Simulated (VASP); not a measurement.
Input of a VASP 6.6.1 run:

File INCAR:

```
PREC = Accurate
ENCUT = 520
EDIFF = 1E-6
ISMEAR = 0
SIGMA = 0.1
LREAL = F
LASPH = T
NELM = 80
ALGO = Normal
ISIF = 2
LWAVE = F
LCHARG = F
GGA = PE
NBANDS = 26
```

The input KPOINTS:

```
Automatic mesh
0
Gamma
  4 4 4
```

File POSCAR:

```
NbAl3Pb
1.0
    2.9938111000     -3.0299491442      0.0000000000
    2.9938111000      3.0299491442      0.0000000000
    0.0000000000      0.0000000000      4.2654185306
Al Nb Pb
3 1 1
Direct
    0.0000000000      0.0000000000      0.0000000000
    0.0000000000      0.5000000000      0.5000000000
    0.5000000000      0.0000000000      0.5000000000
    0.0000000000      0.0000000000      0.5000000000
    0.5000000000      0.5000000000      0.0000000000
```

Potentials or basis: VASP PAW PBE potentials, release 64 (Al, Nb_sv, Pb_d).

The run is started by

```bash
$ cat potpaw_PBE.64/Al/POTCAR potpaw_PBE.64/Nb_sv/POTCAR potpaw_PBE.64/Pb_d/POTCAR > POTCAR
$ mpirun -np 1 vasp_std > vasp.out
```

(1) Estimate the pressure.

(2) What does it give for the band gap on the k mesh?

Results:

(1) 67.8 GPa.

(2) zero (band 18 reaches 11.34 eV, above the bottom of band 19 at 9.83 eV).

Caveat: the k points lie up to 0.37 Å⁻¹ apart; spin-orbit coupling is left out, which moves the levels of the heavy elements.
